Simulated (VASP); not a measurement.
# Ti3Ag (P4/mmm) in VASP: further runs, part 2 of 2

VASP 6.6.1.

### 3 Electric field gradients, LDA (volume scaled by 1.06)

The input, INCAR:

```
SYSTEM = Ti3Ag
ALGO = Normal ; EDIFF = 1E-8
ENCUT = 520 ; GGA = CA
ISIF = 2 ; ISMEAR = -1
LASPH = .True. ; LCHARG = .False.
LEFG = .True. ; LREAL = .False.
LWAVE = .False. ; NBANDS = 32
NELM = 100 ; PREC = Accurate
SIGMA = 0.08
```

The input, KPOINTS:

```
k-points
0
Gamma
  9 9 9
  0 0 0
```

The input, POSCAR:

```
Ti3Ag
1.0
    4.2691188875      0.0000000000      0.0000000000
    0.0000000000      4.2691188875      0.0000000000
    0.0000000000      0.0000000000      4.0274706486
Ti Ag
3 1
Direct
    0.0000000000      0.5000000000      0.5000000000
    0.5000000000      0.0000000000      0.5000000000
    0.5000000000      0.5000000000      0.0000000000
    0.0000000000      0.0000000000      0.0000000000
```

Potentials or basis: VASP PAW LDA potentials, release 64 (Ti_sv, Ag).

Started as:

```bash
> cat potpaw_LDA.64/Ti_sv/POTCAR potpaw_LDA.64/Ag/POTCAR > POTCAR
> mpirun -np 1 vasp_std > vasp.out
```

OUTCAR:

```text
SYSTEM = Ti3Ag
   EDIFF = 1E-8
   ENCUT = 520
   GGA = CA
   ISIF = 2
   ISMEAR = -1
   LASPH = .True.
   LREAL = .False.
   NELM = 100
   PREC = Accurate

 ion  position               nearest neighbor table
   1  0.000  0.500  0.500-   4 2.93   4 2.93   4 2.93   4 2.93
   2  0.500  0.000  0.500-   4 2.93   4 2.93   4 2.93   4 2.93
   3  0.500  0.500  0.000-   4 3.02   4 3.02   4 3.02   4 3.02
   4  0.000  0.000  0.000-   1 2.93   2 2.93   1 2.93   2 2.93   1 2.93   1 2.93   2 2.93   2 2.93
                             3 3.02   3 3.02   3 3.02   3 3.02

  LATTYP: Found a simple tetragonal cell.
 ALAT       =     4.2691188875
 C/A-ratio  =     0.9433962264

  Lattice vectors:

 A1 = (   4.2691188875,   0.0000000000,   0.0000000000)
 A2 = (   0.0000000000,   4.2691188875,   0.0000000000)
 A3 = (   0.0000000000,   0.0000000000,   4.0274706486)

Analysis of symmetry for initial positions (statically):
=====================================================================
 Subroutine PRICEL returns:
 Original cell was already a primitive cell.

 Routine SETGRP: Setting up the symmetry group for a
 simple tetragonal supercell.

 Subroutine GETGRP returns: Found 16 space group operations
 (whereof 16 operations were pure point group operations)
 out of a pool of 16 trial point group operations.

The static configuration has the point symmetry D_4h.

Analysis of symmetry for dynamics (positions and initial velocities):
=====================================================================
 Subroutine PRICEL returns:
 Original cell was already a primitive cell.

 Routine SETGRP: Setting up the symmetry group for a
 simple tetragonal supercell.

 Subroutine GETGRP returns: Found 16 space group operations
 (whereof 16 operations were pure point group operations)
 out of a pool of 16 trial point group operations.

The dynamic configuration has the point symmetry D_4h.

 Subroutine INISYM returns: Found 16 space group operations
 (whereof 16 operations are pure point group operations),
 and found     1 'primitive' translations

----------------------------------------------------------------------------------------

                                     Primitive cell

  volume of cell :      73.4022

  direct lattice vectors                    reciprocal lattice vectors
     4.269118888  0.000000000  0.000000000     0.234240373  0.000000000  0.000000000
     0.000000000  4.269118888  0.000000000     0.000000000  0.234240373  0.000000000
     0.000000000  0.000000000  4.027470649     0.000000000  0.000000000  0.248294795

  length of vectors
     4.269118888  4.269118888  4.027470649     0.234240373  0.234240373  0.248294795

  position of ions in fractional coordinates (direct lattice)
     0.000000000  0.500000000  0.500000000
     0.500000000  0.000000000  0.500000000
     0.500000000  0.500000000  0.000000000
     0.000000000  0.000000000  0.000000000

  ion indices of the primitive-cell ions
   primitive index   ion index
                 1           1
                 2           2
                 3           3
                 4           4

[... 80 lines left out ...]
   TEBEG  =    0.0;   TEEND  =   0.0 temperature during run
   PSTRESS=    0.0 pullay stress
   NELECT =      47.0000    total number of electrons
   NUPDOWN=      -1.0000    fix difference up-down
   EMIN   =  10.00;   EMAX   =-10.00  energy-range for DOS
   EFERMI =   0.00;   METHOD = LEGACY
   ISMEAR =    -1;   SIGMA  =   0.08  broadening in eV -4-tet -1-fermi 0-gaus
   EFERMI_NEDOS =   21; number of points for ismear=-14 and -15
   IALGO  =     38    algorithm
   IMIX   =      4    mixing-type and parameters
     AMIX     =   0.40;   BMIX     =  1.00
     AMIX_MAG =   1.60;   BMIX_MAG =  1.00
  volume/ion in A,a.u.               =      18.35       123.84
  Fermi-wavevector in a.u.,A,eV,Ry     =   1.411035  2.666470 27.089473  1.991020
  Thomas-Fermi vector in A             =   2.532928
   LORBIT       =      0    0 simple, 1 ext, 2 COOP (PROOUT), +10 PAW based schemes
   GGA     = CA    functional components
   LHFCALC =     F    Hartree Fock is set to
   AEXX    =    0.0000 exact exchange contribution
   IVDW    =     0    specifies the selected vdW correction
   LEPSILON=     F    determine dielectric tensor
   LRPA    =     F    only Hartree local field effects (RPA)
 non-spin polarized calculation
  energy-cutoff  :      520.00
  volume of cell :       73.40
 maximum number of plane-waves:      2013
 NGX is ok and might be reduce to    32
   NGX = 15   NGY = 15   NGZ = 15

 number of electron      46.9999981 magnetization

 Free energy of the ion-electron system (eV)
  ---------------------------------------------------
  ext. energy  EPLUGINS =         0.00000000
  ---------------------------------------------------
  free energy    TOTEN  =       -28.77919647 eV

  energy without entropy =      -28.61287068  energy(sigma->0) =      -28.69603358

 E-fermi :   7.4338     XC(G=0): -11.6859

 val. band max:        7.4326734328   @ k =   0.4444   0.2222   0.2222
 cond. band min:       7.4340654775   @ k =   0.3333   0.2222   0.0000
 fundamental gap:      0.0013920447
 Fermi energy:         7.4338367701

 k-point     1 :       0.0000    0.0000    0.0000
  band No.  band energies     occupation
      1     -48.7566      2.00000
      2     -48.6835      2.00000
      3     -48.5910      2.00000
      4     -25.5117      2.00000
      5     -25.5117      2.00000
      6     -25.4947      2.00000
[... 829 lines left out ...]
     31       9.4995      0.00000
     32       9.6447      0.00000

 [... further k-points ...]
[... 5 lines left out ...]
  --------------------------------------------------------------------------------------
  -------------------------------------------------------------------------------------
  Total       -6.9355938     -6.9355938     -6.0074936      0.0000000     -0.0000000      0.0000000
  in kB     -151.3858721   -151.3858721   -131.1278737      0.0000000     -0.0000000      0.0000000
  external PRESSURE =    -144.6332059 kB  Pullay stress =       0.0000000 kB

 VOLUME and BASIS-vectors are now :
 -----------------------------------------------------------------------------
  energy-cutoff  :      520.00
  volume of cell :       73.40
      direct lattice vectors                 reciprocal lattice vectors
     4.269118888  0.000000000  0.000000000     0.234240373  0.000000000  0.000000000
     0.000000000  4.269118888  0.000000000     0.000000000  0.234240373  0.000000000
     0.000000000  0.000000000  4.027470649     0.000000000  0.000000000  0.248294795

 POSITION                                       TOTAL-FORCE (eV/Angst)
 -----------------------------------------------------------------------------------
      0.00000      2.13456      2.01374         0.000000      0.000000      0.000000
      2.13456      0.00000      2.01374         0.000000      0.000000      0.000000
      2.13456      2.13456      0.00000         0.000000      0.000000      0.000000
      0.00000      0.00000      0.00000         0.000000      0.000000      0.000000
 -----------------------------------------------------------------------------------
    total drift:                                0.000000     -0.000000     -0.000000

  FREE ENERGIE OF THE ION-ELECTRON SYSTEM (eV)
  ---------------------------------------------------
  free  energy   TOTEN  =       -28.7791964719 eV

  energy  without entropy=      -28.6128706849  energy(sigma->0) =      -28.69603358

 Electric field gradients (V/A^2)
---------------------------------------------------------------------
 ion       V_xx      V_yy      V_zz      V_xy      V_xz      V_yz
---------------------------------------------------------------------
   1      -3.699     1.589     2.109     0.000     0.000    -0.000
   2       1.589    -3.699     2.109     0.000     0.000     0.000
   3       6.177     6.177   -12.354    -0.000     0.000     0.000
   4      -1.063    -1.063     2.126     0.000     0.000    -0.000
---------------------------------------------------------------------

 Electric field gradients after diagonalization (V/A^2)
 (convention: |V_zz| > |V_xx| > |V_yy|)
----------------------------------------------------------------------
 ion       V_xx      V_yy      V_zz     asymmetry (V_yy - V_xx)/ V_zz
----------------------------------------------------------------------
   1       2.109     1.589    -3.699       0.141
   2       2.109     1.589    -3.699       0.141
   3       6.177     6.177   -12.354       0.000
   4      -1.063    -1.063     2.126       0.000
----------------------------------------------------------------------

           NMR quadrupolar parameters

 Cq : quadrupolar parameter    Cq=e*Q*V_zz/h
 eta: asymmetry parameters     (V_yy - V_xx)/ V_zz
 Q  : nuclear electric quadrupole moment in mb (millibarn)
----------------------------------------------------------------------
 ion       Cq(MHz)       eta       Q (mb)
----------------------------------------------------------------------
   1      -0.009       0.141       1.000
   2      -0.009       0.141       1.000
   3      -0.030       0.000       1.000
   4       0.005       0.000       1.000
----------------------------------------------------------------------
```

OSZICAR:

```text
N       E                     dE             d eps       ncg     rms          rms(c)
DAV:   1     0.570183554041E+03    0.57018E+03   -0.23209E+04  4816   0.171E+03
DAV:   2     0.294721530149E+02   -0.54071E+03   -0.52400E+03  4888   0.518E+02
DAV:   3    -0.275141900920E+02   -0.56986E+02   -0.55145E+02  7968   0.146E+02
DAV:   4    -0.329223423183E+02   -0.54082E+01   -0.53341E+01  7176   0.420E+01
DAV:   5    -0.331856793910E+02   -0.26334E+00   -0.26316E+00  6648   0.776E+00    0.145E+01
DAV:   6    -0.288656876949E+02    0.43200E+01   -0.17794E+01  5888   0.331E+01    0.453E+00
DAV:   7    -0.293358207557E+02   -0.47013E+00   -0.33216E+00  6888   0.136E+01    0.809E+00
DAV:   8    -0.287889356756E+02    0.54689E+00   -0.26165E+00  6832   0.837E+00    0.253E+00
DAV:   9    -0.287854006229E+02    0.35351E-02   -0.25431E-01  6296   0.455E+00    0.861E-01
DAV:  10    -0.287792749657E+02    0.61257E-02   -0.50048E-02  6376   0.197E+00    0.239E-01
DAV:  11    -0.287790153134E+02    0.25965E-03   -0.73632E-03  7528   0.639E-01    0.160E-01
DAV:  12    -0.287792320383E+02   -0.21672E-03   -0.18239E-03  6208   0.382E-01    0.401E-02
DAV:  13    -0.287791944562E+02    0.37582E-04   -0.19512E-04  6872   0.122E-01    0.289E-02
DAV:  14    -0.287791973125E+02   -0.28563E-05   -0.37817E-05  6720   0.508E-02    0.932E-03
DAV:  15    -0.287791965575E+02    0.75495E-06   -0.49588E-06  6384   0.158E-02    0.410E-03
DAV:  16    -0.287791964737E+02    0.83797E-07   -0.37948E-07  6328   0.490E-03    0.799E-04
DAV:  17    -0.287791964719E+02    0.17581E-08   -0.64388E-08  6264   0.144E-03
   1 F= -.28779196E+02 E0= -.28696034E+02  d E =-.166326E+00
```

Run time: 2.1 min. Hardware: 1 thread of Intel Xeon Platinum 8488C (Sapphire Rapids), shared host; peak memory 0.26 GiB.

Results:

| Quantity | Value |
| --- | --- |
| Free energy | -28.7792 eV |
| Pressure | -14.5 GPa |

Levels at points of the mesh, in eV from the Fermi level:
```tsv
k point	band 20	band 21	band 22	band 23	band 24	band 25	band 26	band 27	band 28	band 29
(0.00, 0.00, 0.00)	-0.49	-0.49	-0.46	-0.27	-0.01	1.98	1.98	2.04	2.04	2.08
```

Electric field gradients, principal values (V/Å²):
```
atom   least  middle  greatest (by size)
1 Ti   1.589   2.109              -3.699
2 Ti   1.589   2.109              -3.699
3 Ti   6.177   6.177             -12.354
4 Ag  -1.063  -1.063               2.126
```

Caveat: without QUAD_EFG the Cq values of the log hold for a quadrupole moment of 1 mb, not for the nuclei.
